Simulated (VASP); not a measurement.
**CdTe: single point with PBEsol**

CdTe:

```
Cd Te
1.0
     0.00000    3.24469    3.24469
     3.24469    0.00000    3.24469
     3.24469    3.24469    0.00000
Cd Te
1 1
Direct
  0.00000 0.00000 0.00000
  0.75000 0.75000 0.75000
```

```yaml
Program: VASP 6.6.1
Task: single point
Functional: PBEsol
Potentials_or_basis: VASP PAW PBE potentials, release 64 (Cd, Te)
Cutoff: 520 eV
k_mesh: 14 × 14 × 14
Occupations: fermi-dirac, width 0.1 eV
Spin: no spin polarisation
Dipole_correction: no
Further_INCAR_settings: ALGO = Normal; EDIFF = 1e-06; NBANDS = 16
```

```
Pressure               : 0.2 GPa
Band gap on the k mesh : 0.65 eV
```

Levels at points of the mesh, in eV from the valence-band top:
| k point | band 5 | band 6 | band 7 | band 8 | band 9 | band 10 | band 11 | band 12 | band 13 | band 14 |
| --- | --- | --- | --- | --- | --- | --- | --- | --- | --- | --- |
| (0.00, 0.00, 0.00) | -7.98 | -7.98 | 0.00 | 0.00 | 0.00 | 0.65 | 4.55 | 4.55 | 4.55 | 7.29 |
| (0.50, 0.00, 0.00) | -7.97 | -7.64 | -4.45 | -0.78 | -0.78 | 1.73 | 5.13 | 5.13 | 6.93 | 8.51 |
| (0.50, 0.50, 0.00) | -7.95 | -7.50 | -4.33 | -1.87 | -1.87 | 2.50 | 2.60 | 8.70 | 9.05 | 9.05 |

Wall time 2 min on 1 thread of Intel Xeon 8259CL (shared host), peak memory 0.28 GiB.

Caveat: semilocal functionals underestimate gaps, and a narrow one can read as zero; the PAW data sets were made with another functional, which shifts forces and pressure a little; spin-orbit coupling is left out, which moves the levels of the heavy elements.
